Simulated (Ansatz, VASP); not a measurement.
# One calculation of MgB2, two programs

```
Mg B
1.0
     2.82807    0.00000    0.00000
     0.00000    2.82807    0.00000
     0.00000    0.00000    7.97984
Mg B
2 4
Direct
  0.00000 0.00000 0.00000
  0.50000 0.50000 0.50000
  0.00000 0.50000 0.25000
  0.00000 0.50000 0.75000
  0.50000 0.00000 0.25000
  0.50000 0.00000 0.75000
```

Alike in both runs: functional PBE; k mesh 6 × 6 × 4; occupations gaussian, width 0.1 eV; no spin polarisation.

Ansatz relaxed the structure, and its values are those at the end. VASP's run is a single point on that final structure, the one shown.

```csv
,VASP,Ansatz
version,VASP 6.6.1,Ansatz 0.2.0
potentials or method,"VASP PAW PBE potentials, release 64 (Mg, B), cutoff 520 eV","scalar-relativistic, plane waves, PAW"
valence electrons in the cell,16,32
```

|  | VASP | Ansatz | Ansatz less VASP |
| --- | --- | --- | --- |
| gap on the k mesh at the Fermi level (eV) | none | none | - |
| pressure (GPa) | -0.1 | 0.0 | +0.10 |

A gap of «none» marks a metal or a gap that the smearing closes. The functional is the same, so the differences come from potentials, cutoffs and numerics. VASP's potentials hold 16 valence electrons a cell and Ansatz's 32, so a difference there can come from the potentials and not from the codes.

The k mesh is coarse, so the values compare programs but aren't converged.
